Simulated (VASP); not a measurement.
# TiO2 (P2_1/c) in VASP: electric field gradients with PBE

Aim: the electric field gradients of TiO2 with PBE.

Program: VASP 6.6.1. These are calculated values, not measurements. Logs are shortened: lines on timing, memory, paths and dates and some standing lists are left out, and cuts for length are marked.

## Step 1: The cell of the first run

It takes space group P2_1/c (No. 14, monoclinic). The conventional cell has a = 4.589 Å, b = 4.849 Å, c = 4.736 Å, α = 90.00°, β = 98.60°, γ = 90.00°. Within 2.4 Å of Ti (site symmetry 1) lie 7 O at 1.82 to 2.27 Å. Within 2.7 Å of O (site symmetry 1) lie 3 Ti at 1.92 to 2.27 Å and 9 O at 2.41 to 2.69 Å. O (site symmetry 1) has 4 Ti at 1.82 to 2.11 Å and 9 O at 2.32 to 2.86 Å within 2.9 Å.

## Step 2: Electric field gradients, PBE

Contents of INCAR:

```
ALGO = Normal
EDIFF = 1E-8
ENCUT = 520
GGA = PE
ISIF = 2
ISMEAR = -1
LASPH = T
LCHARG = F
LEFG = T
LREAL = F
LWAVE = F
NBANDS = 60
NELM = 100
PREC = Accurate
SIGMA = 0.02
```

Contents of KPOINTS:

```
k-points
0
Gamma
  5 5 5
```

Contents of POSCAR:

```
TiO2
1.0
    4.5890000000      0.0000000000      0.0000000000
    0.0000000000      4.8490000000      0.0000000000
   -0.7081993865      0.0000000000      4.6827502206
Ti O
4 8
Direct
    0.3090000000      0.0450000000      0.2180000000
    0.6910000000      0.5450000000      0.2820000000
    0.6910000000      0.9550000000      0.7820000000
    0.3090000000      0.4550000000      0.7180000000
    0.0560000000      0.3470000000      0.2820000000
    0.9440000000      0.8470000000      0.2180000000
    0.9440000000      0.6530000000      0.7180000000
    0.0560000000      0.1530000000      0.7820000000
    0.4250000000      0.7270000000      0.4630000000
    0.5750000000      0.2270000000      0.0370000000
    0.5750000000      0.2730000000      0.5370000000
    0.4250000000      0.7730000000      0.9630000000
```

Potentials or basis: VASP PAW PBE potentials, release 64 (Ti_sv, O).

Launch:

```bash
> cat potpaw_PBE.64/Ti_sv/POTCAR potpaw_PBE.64/O/POTCAR > POTCAR
> mpirun -np 1 vasp_std > vasp.out
```

OUTCAR:

```text
EDIFF = 1E-8
   ENCUT = 520
   GGA = PE
   ISIF = 2
   ISMEAR = -1
   LASPH = T
   LREAL = F
   NELM = 100
   PREC = Accurate

 ion  position               nearest neighbor table
   1  0.309  0.045  0.218-  10 1.82  12 1.92   5 1.92   6 1.93   9 1.96  11 2.11   8 2.27
   2  0.691  0.545  0.282-   9 1.82  11 1.92   6 1.92   5 1.93  10 1.96  12 2.11   7 2.27
   3  0.691  0.955  0.782-  12 1.82  10 1.92   7 1.92   8 1.93  11 1.96   9 2.11   6 2.27
   4  0.309  0.455  0.718-  11 1.82   9 1.92   8 1.92   7 1.93  12 1.96  10 2.11   5 2.27
   5  0.056  0.347  0.282-   1 1.92   2 1.93   4 2.27
   6  0.944  0.847  0.218-   2 1.92   1 1.93   3 2.27
   7  0.944  0.653  0.718-   3 1.92   4 1.93   2 2.27
   8  0.056  0.153  0.782-   4 1.92   3 1.93   1 2.27
   9  0.425  0.727  0.463-   2 1.82   4 1.92   1 1.96   3 2.11
  10  0.575  0.227  0.037-   1 1.82   3 1.92   2 1.96   4 2.11
  11  0.575  0.273  0.537-   4 1.82   2 1.92   3 1.96   1 2.11
  12  0.425  0.773  0.963-   3 1.82   1 1.92   4 1.96   2 2.11

  LATTYP: Found a simple monoclinic cell.
 ALAT       =     4.5890000000
 B/A-ratio  =     1.0566572238
 C/A-ratio  =     1.0320331227
 COS(beta)  =    -0.1495353434

  Lattice vectors:

 A1 = (   4.5890000000,   0.0000000000,   0.0000000000)
 A2 = (   0.0000000000,   4.8490000000,   0.0000000000)
 A3 = (  -0.7081993865,   0.0000000000,   4.6827502206)

Analysis of symmetry for initial positions (statically):
=====================================================================
 Subroutine PRICEL returns:
 Original cell was already a primitive cell.

 Routine SETGRP: Setting up the symmetry group for a
 simple monoclinic supercell.

 Subroutine GETGRP returns: Found  4 space group operations
 (whereof  2 operations were pure point group operations)
 out of a pool of  4 trial point group operations.

The static configuration has the point symmetry S_2 .
 The point group associated with its full space group is C_2h.

Analysis of symmetry for dynamics (positions and initial velocities):
=====================================================================
 Subroutine PRICEL returns:
 Original cell was already a primitive cell.

 Routine SETGRP: Setting up the symmetry group for a
 simple monoclinic supercell.

 Subroutine GETGRP returns: Found  4 space group operations
 (whereof  2 operations were pure point group operations)
 out of a pool of  4 trial point group operations.

The dynamic configuration has the point symmetry S_2 .
 The point group associated with its full space group is C_2h.

 Subroutine INISYM returns: Found  4 space group operations
 (whereof  2 operations are pure point group operations),
 and found     1 'primitive' translations

----------------------------------------------------------------------------------------

                                     Primitive cell

  volume of cell :     104.2008

  direct lattice vectors                    reciprocal lattice vectors
     4.589000000  0.000000000  0.000000000     0.217912399  0.000000000  0.032956152
     0.000000000  4.849000000  0.000000000     0.000000000  0.206228088  0.000000000
    -0.708199387  0.000000000  4.682750221     0.000000000  0.000000000  0.213549720

  length of vectors
     4.589000000  4.849000000  4.736000000     0.220390385  0.206228088  0.213549720

  position of ions in fractional coordinates (direct lattice)
     0.309000000  0.045000000  0.218000000
     0.691000000  0.545000000  0.282000000
     0.691000000  0.955000000  0.782000000
     0.309000000  0.455000000  0.718000000
     0.056000000  0.347000000  0.282000000
     0.944000000  0.847000000  0.218000000
     0.944000000  0.653000000  0.718000000
     0.056000000  0.153000000  0.782000000
     0.425000000  0.727000000  0.463000000
     0.575000000  0.227000000  0.037000000
     0.575000000  0.273000000  0.537000000
     0.425000000  0.773000000  0.963000000

  ion indices of the primitive-cell ions
   primitive index   ion index
                 1           1
                 2           2
                 3           3
                 4           4
                 5           5
                 6           6
                 7           7
                 8           8
                 9           9
                10          10
                11          11
                12          12

----------------------------------------------------------------------------------------

 KPOINTS: k-points

Automatic generation of k-mesh.
 Grid dimensions read from file:
 generate k-points for:    5    5    5

 Generating k-lattice:

[... 58 lines left out ...]
   LASPH  =      T    aspherical Exc in radial PAW
   ENCUT  =  520.0 eV  38.22 Ry    6.18 a.u.   8.53  9.02  8.81*2*pi/ulx,y,z
   NELM   =    100;   NELMIN=  2; NELMDL= -5     # of ELM steps
   EDIFF  = 0.1E-07   stopping-criterion for ELM
   LREAL  =      F    real-space projection
   EDIFFG = 0.1E-06   stopping-criterion for IOM
   NSW    =      0    number of steps for IOM
   IBRION =     -1    ionic relax: 0-MD 1-quasi-New 2-CG
   NFREE  =      0    steps in history (QN), initial steepest desc. (CG)
   ISIF   =      2    stress and relaxation
   ISYM   =      2    0-nonsym 1-usesym 2-fastsym
   POTIM  = 0.5000    time-step for ionic-motion
   TEBEG  =    0.0;   TEEND  =   0.0 temperature during run
   PSTRESS=    0.0 pullay stress
   NELECT =      96.0000    total number of electrons
   NUPDOWN=      -1.0000    fix difference up-down
   EMIN   =  10.00;   EMAX   =-10.00  energy-range for DOS
   EFERMI =   0.00;   METHOD = LEGACY
   ISMEAR =    -1;   SIGMA  =   0.02  broadening in eV -4-tet -1-fermi 0-gaus
   EFERMI_NEDOS =   21; number of points for ismear=-14 and -15
   IALGO  =     38    algorithm
   IMIX   =      4    mixing-type and parameters
     AMIX     =   0.40;   BMIX     =  1.00
     AMIX_MAG =   1.60;   BMIX_MAG =  1.00
  volume/ion in A,a.u.               =       8.68        58.60
  Fermi-wavevector in a.u.,A,eV,Ry     =   1.592972  3.010281 34.525600  2.537560
  Thomas-Fermi vector in A             =   2.691274
   LORBIT       =      0    0 simple, 1 ext, 2 COOP (PROOUT), +10 PAW based schemes
   GGA     = PE    functional components
   LHFCALC =     F    Hartree Fock is set to
   AEXX    =    0.0000 exact exchange contribution
   IVDW    =     0    specifies the selected vdW correction
   LEPSILON=     F    determine dielectric tensor
   LRPA    =     F    only Hartree local field effects (RPA)
 non-spin polarized calculation
  energy-cutoff  :      520.00
  volume of cell :      104.20
 maximum number of plane-waves:      2833
 NGX is ok and might be reduce to    36
   NGX = 17   NGY = 19   NGZ = 17

 number of electron      95.9999980 magnetization

 Free energy of the ion-electron system (eV)
  ---------------------------------------------------
  ext. energy  EPLUGINS =         0.00000000
  ---------------------------------------------------
  free energy    TOTEN  =      -102.08362194 eV

  energy without entropy =     -102.08362194  energy(sigma->0) =     -102.08362194

 E-fermi :   8.4440     XC(G=0): -12.5701

 val. band max:        7.8592379387   @ k =   0.4000   0.0000   0.0000
 cond. band min:       9.0918194478   @ k =   0.0000   0.0000   0.0000
 fundamental gap:      1.2325815091
 Fermi energy:         8.4439565560

 k-point     1 :       0.0000    0.0000    0.0000
  band No.  band energies     occupation
      1     -49.5573      2.00000
      2     -49.4855      2.00000
      3     -49.4792      2.00000
      4     -49.4631      2.00000
      5     -26.2262      2.00000
      6     -26.1988      2.00000
[... 1501 lines left out ...]
     59      11.4968      0.00000
     60      11.5680      0.00000

 [... further k-points ...]

------------------------ aborting loop because EDIFF is reached ----------------------------------------

  FORCE on cell =-STRESS in cart. coord.  units (eV):
  Direction    XX          YY          ZZ          XY          YZ          ZX
  --------------------------------------------------------------------------------------
  -------------------------------------------------------------------------------------
  Total       18.2641824     23.4375426     25.9149600      0.0000000      0.0000000     -6.3254491
  in kB      280.8274678    360.3723170    398.4647339      0.0000000      0.0000000    -97.2592041
  external PRESSURE =     346.5548395 kB  Pullay stress =       0.0000000 kB

 VOLUME and BASIS-vectors are now :
 -----------------------------------------------------------------------------
  energy-cutoff  :      520.00
  volume of cell :      104.20
      direct lattice vectors                 reciprocal lattice vectors
     4.589000000  0.000000000  0.000000000     0.217912399  0.000000000  0.032956152
     0.000000000  4.849000000  0.000000000     0.000000000  0.206228088  0.000000000
    -0.708199387  0.000000000  4.682750221     0.000000000  0.000000000  0.213549720

 POSITION                                       TOTAL-FORCE (eV/Angst)
 -----------------------------------------------------------------------------------
      1.26361      0.21821      1.02084        -5.915782      0.680190      0.768251
      2.97129      2.64271      1.32054         5.915782      0.680190     -0.768251
      2.61719      4.63079      3.66191         5.915782     -0.680190     -0.768251
      0.90951      2.20629      3.36221        -5.915782     -0.680190      0.768251
      0.05727      1.68260      1.32054         1.774803      0.007384      1.139540
      4.17763      4.10710      1.02084        -1.774803      0.007384     -1.139540
      3.82353      3.16640      3.36221        -1.774803     -0.007384     -1.139540
     -0.29683      0.74190      3.66191         1.774803     -0.007384      1.139540
      1.62243      3.52522      2.16811        -0.397396      3.377500      1.209129
      2.61247      1.10072      0.17326         0.397396      3.377500     -1.209129
      2.25837      1.32378      2.51464         0.397396     -3.377500     -1.209129
      1.26833      3.74828      4.50949        -0.397396     -3.377500      1.209129
 -----------------------------------------------------------------------------------
    total drift:                                0.000000     -0.000000     -0.000000

  FREE ENERGIE OF THE ION-ELECTRON SYSTEM (eV)
  ---------------------------------------------------
  free  energy   TOTEN  =      -102.0836219413 eV

  energy  without entropy=     -102.0836219413  energy(sigma->0) =     -102.08362194

 Electric field gradients (V/A^2)
---------------------------------------------------------------------
 ion       V_xx      V_yy      V_zz      V_xy      V_xz      V_yz
---------------------------------------------------------------------
   1     -17.643   -42.210    59.853   -26.715    42.732     6.806
   2     -17.643   -42.210    59.853    26.715    42.732    -6.806
   3     -17.643   -42.210    59.853   -26.715    42.732     6.806
   4     -17.643   -42.210    59.853    26.715    42.732    -6.806
   5      11.477   -16.468     4.991   -27.026    -9.424    18.092
   6      11.477   -16.468     4.991    27.026    -9.424   -18.092
   7      11.477   -16.468     4.991   -27.026    -9.424    18.092
   8      11.477   -16.468     4.991    27.026    -9.424   -18.092
   9     -11.001    21.838   -10.837    12.457    -1.079    -9.184
  10     -11.001    21.838   -10.837   -12.457    -1.079     9.184
  11     -11.001    21.838   -10.837    12.457    -1.079    -9.184
  12     -11.001    21.838   -10.837   -12.457    -1.079     9.184
---------------------------------------------------------------------

 Electric field gradients after diagonalization (V/A^2)
 (convention: |V_zz| > |V_xx| > |V_yy|)
----------------------------------------------------------------------
 ion       V_xx      V_yy      V_zz     asymmetry (V_yy - V_xx)/ V_zz
----------------------------------------------------------------------
   1     -66.802   -12.171    78.973       0.692
   2     -66.802   -12.171    78.973       0.692
   3     -66.802   -12.171    78.973       0.692
   4     -66.802   -12.171    78.973       0.692
   5     -35.995    -1.718    37.713       0.909
   6     -35.995    -1.718    37.713       0.909
   7     -35.995    -1.718    37.713       0.909
   8     -35.995    -1.718    37.713       0.909
   9     -16.239   -11.895    28.135       0.154
  10     -16.239   -11.895    28.135       0.154
  11     -16.239   -11.895    28.135       0.154
  12     -16.239   -11.895    28.135       0.154
----------------------------------------------------------------------

           NMR quadrupolar parameters

 Cq : quadrupolar parameter    Cq=e*Q*V_zz/h
 eta: asymmetry parameters     (V_yy - V_xx)/ V_zz
 Q  : nuclear electric quadrupole moment in mb (millibarn)
----------------------------------------------------------------------
 ion       Cq(MHz)       eta       Q (mb)
----------------------------------------------------------------------
   1       0.191       0.692       1.000
   2       0.191       0.692       1.000
   3       0.191       0.692       1.000
   4       0.191       0.692       1.000
   5       0.091       0.909       1.000
   6       0.091       0.909       1.000
   7       0.091       0.909       1.000
   8       0.091       0.909       1.000
   9       0.068       0.154       1.000
  10       0.068       0.154       1.000
  11       0.068       0.154       1.000
  12       0.068       0.154       1.000
----------------------------------------------------------------------
```

Run time: 2.7 min. Hardware: 1 thread of Intel Xeon 6975P-C (Granite Rapids), shared host; peak memory 0.32 GiB.

What came out:

- Free energy: -102.0836 eV
- Pressure: 34.7 GPa
- Largest force: 6.004 eV/Å
- Band gap on the k mesh: 1.23 eV (least direct gap 1.29 eV)
- Largest electric field gradient by atom: Ti +79.0; O +37.7, +28.1 (each value once) V/Å²

Forces on the atoms (eV/Å):
```
Ti  -5.916  0.680  0.768
Ti   5.916  0.680 -0.768
Ti   5.916 -0.680 -0.768
Ti  -5.916 -0.680  0.768
O    1.775  0.007  1.140
O   -1.775  0.007 -1.140
O   -1.775 -0.007 -1.140
O    1.775 -0.007  1.140
O   -0.397  3.377  1.209
O    0.397  3.377 -1.209
O    0.397 -3.377 -1.209
O   -0.397 -3.377  1.209
```

Levels at points of the mesh, in eV from the valence-band top:
| k point | band 44 | band 45 | band 46 | band 47 | band 48 | band 49 | band 50 | band 51 | band 52 | band 53 |
| --- | --- | --- | --- | --- | --- | --- | --- | --- | --- | --- |
| (0.00, 0.00, 0.00) | -1.44 | -1.21 | -0.24 | -0.23 | -0.11 | 1.23 | 1.89 | 1.97 | 2.50 | 2.51 |

Electric field gradients, principal values (V/Å²):
```csv
atom,least,middle,greatest (by size)
1 Ti,-12.171,-66.802,78.973
2 Ti,-12.171,-66.802,78.973
3 Ti,-12.171,-66.802,78.973
4 Ti,-12.171,-66.802,78.973
5 O,-1.718,-35.995,37.713
6 O,-1.718,-35.995,37.713
7 O,-1.718,-35.995,37.713
8 O,-1.718,-35.995,37.713
9 O,-11.895,-16.239,28.135
10 O,-11.895,-16.239,28.135
11 O,-11.895,-16.239,28.135
12 O,-11.895,-16.239,28.135
```

Caveat: the cell stands under pressure; without QUAD_EFG the Cq values of the log hold for a quadrupole moment of 1 mb, not for the nuclei; an odd mesh through Γ misses points on the zone boundary, where band edges can lie; forces of over 1 eV/Å act on the atoms, so gaps and moduli don't describe the material at rest. As with any semilocal functional, this PBE gap is likely too small.
